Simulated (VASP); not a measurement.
# C (Pm-3m) in VASP: a series of runs

Runs on C. Level: PBE. Tasks: single point.

Everything below comes from runs of VASP 6.6.1. Logs are shortened: lines on timing, memory, paths and dates and some standing lists are left out, and cuts for length are marked.

### Step 1. The cell of the first run

The structure is cubic, space group Pm-3m (No. 221). The conventional cell has a = 1.768 Å, b = 1.768 Å, c = 1.768 Å, α = 90.00°, β = 90.00°, γ = 90.00°. C (site symmetry m-3m) has 6 C at 1.77 Å within 2.3 Å.

### Step 2. Single point, PBE

The input, INCAR:

```
  PREC = Accurate
  ENCUT = 520
  EDIFF = 1E-7
  ISMEAR = -1
  SIGMA = 0.1
  LREAL = False
  LASPH = True
  NELM = 100
  ALGO = Normal
  ISIF = 2
  LWAVE = False
  LCHARG = False
  GGA = PE
  NBANDS = 8
```

The input, KPOINTS:

```
regular mesh
0
Gamma
  16 16 16
```

The input, POSCAR:

```
C
1.0
    1.7679626360      0.0000000000      0.0000000000
    0.0000000000      1.7679626360      0.0000000000
    0.0000000000      0.0000000000      1.7679626360
C
1
Direct
    0.0000000000      0.0000000000      0.0000000000
```

Potentials or basis: VASP PAW PBE potentials, release 64 (C).

Launch:

```sh
> cat potpaw_PBE.64/C/POTCAR > POTCAR
> mpirun -np 1 vasp_std > vasp.out
```

OUTCAR:

```text
PREC = Accurate
   ENCUT = 520
   EDIFF = 1E-7
   ISMEAR = -1
   LREAL = False
   LASPH = True
   NELM = 100
   ISIF = 2
   GGA = PE

 ion  position               nearest neighbor table
   1  0.000  0.000  0.000-

  LATTYP: Found a simple cubic cell.
 ALAT       =     1.7679626360

  Lattice vectors:

 A1 = (   1.7679626360,   0.0000000000,   0.0000000000)
 A2 = (   0.0000000000,   1.7679626360,   0.0000000000)
 A3 = (   0.0000000000,   0.0000000000,   1.7679626360)

Analysis of symmetry for initial positions (statically):
=====================================================================
 Subroutine PRICEL returns:
 Original cell was already a primitive cell.

 Routine SETGRP: Setting up the symmetry group for a
 simple cubic supercell.

 Subroutine GETGRP returns: Found 48 space group operations
 (whereof 48 operations were pure point group operations)
 out of a pool of 48 trial point group operations.

The static configuration has the point symmetry O_h .

Analysis of symmetry for dynamics (positions and initial velocities):
=====================================================================
 Subroutine PRICEL returns:
 Original cell was already a primitive cell.

 Routine SETGRP: Setting up the symmetry group for a
 simple cubic supercell.

 Subroutine GETGRP returns: Found 48 space group operations
 (whereof 48 operations were pure point group operations)
 out of a pool of 48 trial point group operations.

The dynamic configuration has the point symmetry O_h .

 Subroutine INISYM returns: Found 48 space group operations
 (whereof 48 operations are pure point group operations),
 and found     1 'primitive' translations

----------------------------------------------------------------------------------------

                                     Primitive cell

  volume of cell :       5.5261

  direct lattice vectors                    reciprocal lattice vectors
     1.767962636  0.000000000  0.000000000     0.565622813  0.000000000  0.000000000
     0.000000000  1.767962636  0.000000000     0.000000000  0.565622813  0.000000000
     0.000000000  0.000000000  1.767962636     0.000000000  0.000000000  0.565622813

  length of vectors
     1.767962636  1.767962636  1.767962636     0.565622813  0.565622813  0.565622813

  position of ions in fractional coordinates (direct lattice)
     0.000000000  0.000000000  0.000000000

  ion indices of the primitive-cell ions
   primitive index   ion index
                 1           1

----------------------------------------------------------------------------------------

 KPOINTS: regular mesh

Automatic generation of k-mesh.
 Grid dimensions read from file:
 generate k-points for:   16   16   16

 Generating k-lattice:

  Cartesian coordinates                     Fractional coordinates (reciprocal lattice)
     0.035351426  0.000000000  0.000000000     0.062500000  0.000000000  0.000000000
     0.000000000  0.035351426  0.000000000     0.000000000  0.062500000  0.000000000
     0.000000000  0.000000000  0.035351426     0.000000000  0.000000000  0.062500000

  Length of vectors
     0.035351426  0.035351426  0.035351426

  Shift w.r.t. Gamma in fractional coordinates (k-lattice)
     0.000000000  0.000000000  0.000000000

 Subroutine IBZKPT returns following result:
 ===========================================

 Found    165 irreducible k-points:

 Following reciprocal coordinates:
            Coordinates               Weight
  0.000000  0.000000  0.000000      1.000000
  0.062500  0.000000  0.000000      6.000000
  0.125000  0.000000  0.000000      6.000000
  0.187500  0.000000  0.000000      6.000000
  0.250000  0.000000  0.000000      6.000000
  0.312500  0.000000  0.000000      6.000000
[... 16 lines left out ...]
  0.437500  0.125000  0.000000     24.000000
  0.500000  0.125000  0.000000     12.000000
 [... further k-points ...]
   k-points           NKPTS =    165   k-points in BZ     NKDIM =    165   number of bands    NBANDS=      8
   number of dos      NEDOS =    301   number of ions     NIONS =      1
   total plane-waves  NPLWV =   2744
   dimension x,y,z NGX =    14 NGY =   14 NGZ =   14
   dimension x,y,z NGXF=    28 NGYF=   28 NGZF=   28
   ions per type =               1
   NGX,Y,Z   is equivalent  to a cutoff of  13.16, 13.16, 13.16 a.u.
   NGXF,Y,Z  is equivalent  to a cutoff of  26.33, 26.33, 26.33 a.u.
 SYSTEM =  unknown system
   PREC   = accura    normal or accurate (medium, high low for compatibility)
   ISTART =      0    job   : 0-new  1-cont  2-samecut
   ICHARG =      2    charge: 1-file 2-atom 10-const
   ISPIN  =      1    spin polarized calculation?
   LNONCOLLINEAR =      F non collinear calculations
   LSORBIT =      F    spin-orbit coupling
   LASPH  =      T    aspherical Exc in radial PAW
   ENCUT  =  520.0 eV  38.22 Ry    6.18 a.u.   3.29  3.29  3.29*2*pi/ulx,y,z
   NELM   =    100;   NELMIN=  2; NELMDL= -5     # of ELM steps
   EDIFF  = 0.1E-06   stopping-criterion for ELM
   LREAL  =      F    real-space projection
   EDIFFG = 0.1E-05   stopping-criterion for IOM
   NSW    =      0    number of steps for IOM
   IBRION =     -1    ionic relax: 0-MD 1-quasi-New 2-CG
   NFREE  =      0    steps in history (QN), initial steepest desc. (CG)
   ISIF   =      2    stress and relaxation
   ISYM   =      2    0-nonsym 1-usesym 2-fastsym
   POTIM  = 0.5000    time-step for ionic-motion
   TEBEG  =    0.0;   TEEND  =   0.0 temperature during run
   PSTRESS=    0.0 pullay stress
   NELECT =       4.0000    total number of electrons
   NUPDOWN=      -1.0000    fix difference up-down
   EMIN   =  10.00;   EMAX   =-10.00  energy-range for DOS
   EFERMI =   0.00;   METHOD = LEGACY
   ISMEAR =    -1;   SIGMA  =   0.10  broadening in eV -4-tet -1-fermi 0-gaus
   EFERMI_NEDOS =   21; number of points for ismear=-14 and -15
   IALGO  =     38    algorithm
   IMIX   =      4    mixing-type and parameters
     AMIX     =   0.40;   BMIX     =  1.00
     AMIX_MAG =   1.60;   BMIX_MAG =  1.00
  volume/ion in A,a.u.               =       5.53        37.29
  Fermi-wavevector in a.u.,A,eV,Ry     =   1.469902  2.777712 29.396914  2.160612
  Thomas-Fermi vector in A             =   2.585224
   LORBIT       =      0    0 simple, 1 ext, 2 COOP (PROOUT), +10 PAW based schemes
   GGA     = PE    functional components
   LHFCALC =     F    Hartree Fock is set to
   AEXX    =    0.0000 exact exchange contribution
   IVDW    =     0    specifies the selected vdW correction
   LEPSILON=     F    determine dielectric tensor
   LRPA    =     F    only Hartree local field effects (RPA)
 non-spin polarized calculation
  energy-cutoff  :      520.00
  volume of cell :        5.53
 maximum number of plane-waves:       160
 NGX is ok and might be reduce to    14
   NGX =  7   NGY =  7   NGZ =  7

 number of electron       4.0000000 magnetization

 Free energy of the ion-electron system (eV)
  ---------------------------------------------------
  ext. energy  EPLUGINS =         0.00000000
  ---------------------------------------------------
  free energy    TOTEN  =        -6.46239663 eV

  energy without entropy =       -6.45440725  energy(sigma->0) =       -6.45840194

 E-fermi :  11.0690     XC(G=0): -13.8759

 val. band max:       10.9884140114   @ k =   0.4375   0.3750   0.3750
 cond. band min:      11.1198149044   @ k =   0.2500   0.1875   0.1250
 fundamental gap:      0.1314008930
 Fermi energy:        11.0690093016

 k-point     1 :       0.0000    0.0000    0.0000
  band No.  band energies     occupation
      1     -11.2554      2.00000
      2      20.4096      0.00000
      3      20.4096      0.00000
      4      20.4096      0.00000
      5      36.6012      0.00000
      6      36.6012      0.00000
      7      42.3391      0.00000
      8      67.3407      0.00000

 k-point     2 :       0.0625    0.0000    0.0000
  band No.  band energies     occupation
      1     -11.1013      2.00000
      2      19.2784      0.00000
      3      20.5133      0.00000
      4      20.5133      0.00000
      5      36.7744      0.00000
      6      37.8262      0.00000
      7      42.3331      0.00000
      8      66.3690      0.00000

 k-point     3 :       0.1250    0.0000    0.0000
  band No.  band energies     occupation
      1     -10.6394      2.00000
      2      16.6186      0.00000
      3      20.8144      0.00000
      4      20.8144      0.00000
      5      37.2913      0.00000
      6      40.5139      0.00000
      7      42.5225      0.00000
      8      63.8616      0.00000

 k-point     4 :       0.1875    0.0000    0.0000
  band No.  band energies     occupation
      1      -9.8703      2.00000
      2      13.3945      0.00000
      3      21.2908      0.00000
      4      21.2908      0.00000
      5      38.1428      0.00000
      6      41.5832      0.00000
      7      44.8649      0.00000
      8      60.7108      0.00000

 k-point     5 :       0.2500    0.0000    0.0000
  band No.  band energies     occupation
      1      -8.7961      2.00000
      2      10.0741      1.99990
      3      21.8934      0.00000
      4      21.8934      0.00000
      5      39.3083      0.00000
      6      41.4688      0.00000
      7      48.1462      0.00000
      8      57.5598      0.00000
[... 177 lines left out ...]
 k-point    22 :       0.3750    0.1250    0.0000
  band No.  band energies     occupation
      1      -5.1549      2.00000
      2       4.3265      2.00000
      3      20.4054      0.00000
      4      23.5151      0.00000
      5      37.5436      0.00000
      6      44.6908      0.00000
      7      51.2101      0.00000
      8      52.9137      0.00000

 k-point    23 :       0.4375    0.1250    0.0000
  band No.  band energies     occupation
      1      -3.2049      2.00000
      2       1.5750      2.00000
      3      21.0095      0.00000
      4      23.9410      0.00000
      5      36.6160      0.00000
      6      46.2145      0.00000
      7      49.6552      0.00000
      8      51.8795      0.00000

 k-point    24 :       0.5000    0.1250    0.0000
  band No.  band energies     occupation
      1      -1.2219      2.00000
      2      -0.6775      2.00000
      3      21.2395      0.00000
      4      24.0972      0.00000
      5      36.2668      0.00000
      6      47.3676      0.00000
      7      48.4908      0.00000
      8      51.4084      0.00000

 [... further k-points ...]
[... 5 lines left out ...]
  --------------------------------------------------------------------------------------
  -------------------------------------------------------------------------------------
  Total        0.0050633      0.0050633      0.0050633      0.0000000      0.0000000      0.0000000
  in kB        1.4680025      1.4680025      1.4680025      0.0000000      0.0000000      0.0000000
  external PRESSURE =       1.4680025 kB  Pullay stress =       0.0000000 kB

 VOLUME and BASIS-vectors are now :
 -----------------------------------------------------------------------------
  energy-cutoff  :      520.00
  volume of cell :        5.53
      direct lattice vectors                 reciprocal lattice vectors
     1.767962636  0.000000000  0.000000000     0.565622813  0.000000000  0.000000000
     0.000000000  1.767962636  0.000000000     0.000000000  0.565622813  0.000000000
     0.000000000  0.000000000  1.767962636     0.000000000  0.000000000  0.565622813

 POSITION                                       TOTAL-FORCE (eV/Angst)
 -----------------------------------------------------------------------------------
      0.00000      0.00000      0.00000         0.000000      0.000000      0.000000
 -----------------------------------------------------------------------------------
    total drift:                               -0.000000     -0.000000     -0.000000

  FREE ENERGIE OF THE ION-ELECTRON SYSTEM (eV)
  ---------------------------------------------------
  free  energy   TOTEN  =        -6.4623966251 eV

  energy  without entropy=       -6.4544072540  energy(sigma->0) =       -6.45840194
```

Wall time 1.9 s (1 thread of Intel Xeon 6975P-C (Granite Rapids), shared host); peak memory 0.1 GiB.

Results:

| Quantity | Value |
| --- | --- |
| Free energy | -6.4624 eV |
| Pressure | 0.1 GPa |
| Band gap on the k mesh | zero (band 2 reaches 20.41 eV, above the bottom of band 3 at 8.27 eV) |

### Step 3. Single point, PBE (volume scaled by 0.88)

The input, INCAR:

```
SYSTEM = C
ALGO = Normal
EDIFF = 1E-6
ENCUT = 520
GGA = PE
ISIF = 2
ISMEAR = -1
LASPH = .TRUE.
LCHARG = .TRUE.
LELF = .TRUE.
LREAL = .FALSE.
LVHAR = .TRUE.
LWAVE = .FALSE.
NBANDS = 8
NELM = 60
PREC = Accurate
SIGMA = 0.1
```

The input, KPOINTS:

```
k-points
0
G
  29 29 29
  0 0 0
```

The input, POSCAR:

```
C
1.0
    1.6942102561      0.0000000000      0.0000000000
    0.0000000000      1.6942102561      0.0000000000
    0.0000000000      0.0000000000      1.6942102561
C
1
Direct
    0.0000000000      0.0000000000      0.0000000000
```

Potentials or basis: VASP PAW PBE potentials, release 64 (C).

Launch:

```sh
> cat potpaw_PBE.64/C/POTCAR > POTCAR
> mpirun -np 1 vasp_std > vasp.out
```

It took 5.5 s on 1 thread of Intel Xeon 6975P-C (Granite Rapids), shared host; peak memory 0.12 GiB.

It converged, with:

- Free energy: -6.3503 eV
- Pressure: 60.3 GPa
- Band gap on the k mesh: zero (band 2 reaches 23.63 eV, above the bottom of band 3 at 11.33 eV)

Levels at points of the mesh, in eV from the Fermi level:
```tsv
k point	band 1	band 2	band 3	band 4	band 5
(0.00, 0.00, 0.00)	-24.36	10.43	10.43	10.43	26.87
```

### Step 4. Single point, PBE (volume scaled by 0.92)

Edit INCAR of step 3 so:

```diff
@@ -14,3 +14,3 @@
 NBANDS = 8
-NELM = 60
+NELM = 80
 PREC = Accurate
```

KPOINTS is that of step 3.

The input, POSCAR:

```
C
1.0
    1.7195007049      0.0000000000      0.0000000000
    0.0000000000      1.7195007049      0.0000000000
    0.0000000000      0.0000000000      1.7195007049
C
1
Direct
    0.0000000000      0.0000000000      0.0000000000
```

Launch:

```sh
> cat potpaw_PBE.64/C/POTCAR > POTCAR
> mpirun -np 1 vasp_std > vasp.out
```

Run time: 5.4 s. Hardware: 1 thread of Intel Xeon 6975P-C (Granite Rapids), shared host; peak memory 0.12 GiB.

The run converged. Its results:

- Free energy: -6.4174 eV
- Pressure: 37.3 GPa
- Band gap on the k mesh: zero (band 2 reaches 22.48 eV, above the bottom of band 3 at 10.29 eV)

Levels at points of the mesh, in eV from the Fermi level:
```
           k point  band 1  band 2  band 3  band 4  band 5  band 6
(0.00, 0.00, 0.00)  -23.61   10.06   10.06   10.06   26.41   26.41
```

(Continued in part 2 of 2.)
